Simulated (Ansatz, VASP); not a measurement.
**Al2BN: VASP beside Ansatz**

```
Al B N
1.0
     2.30290    1.32958    2.58457
    -2.30290    1.32958    2.58457
     0.00000   -2.65916    2.58457
Al B N
2 1 1
Direct
  0.26272 0.26272 0.26272
  0.73728 0.73728 0.73728
  0.00000 0.00000 0.00000
  0.50000 0.50000 0.50000
```

Alike in both runs: task single point; functional PBE; k mesh 6 × 6 × 6; occupations gaussian, width 0.1 eV; collinear spin.

|  | VASP | Ansatz |
| --- | --- | --- |
| version | VASP 6.6.1 | Ansatz 0.2.0 |
| potentials or method | VASP PAW PBE potentials, release 64 (Al, B, N), cutoff 520 eV | scalar-relativistic, plane waves, PAW |
| valence electrons in the cell | 14 | 14 |

Ansatz gave:

* gap on the k mesh at the Fermi level (eV): none
* pressure (GPa): 0.0
* traceless stress, the component that is largest in VASP (GPa): -0.03
* rms of the force components (eV/Å): 0.006
* net moment per atom (μB): 0.00

Problem. What did VASP give for the same quantities?

Solution. gap on the k mesh at the Fermi level (eV): none; pressure (GPa): -0.1; traceless stress, the component that is largest in VASP (GPa): -0.08; rms of the force components (eV/Å): 0.007; net moment per atom (μB): 0.00.

Atom by atom the forces differ by 0.001 eV/Å (rms over components). A gap of «none» marks a metal or a gap that the smearing closes. The functional is the same, so the differences come from potentials, cutoffs and numerics. Ansatz's warnings: seeded moment not kept.
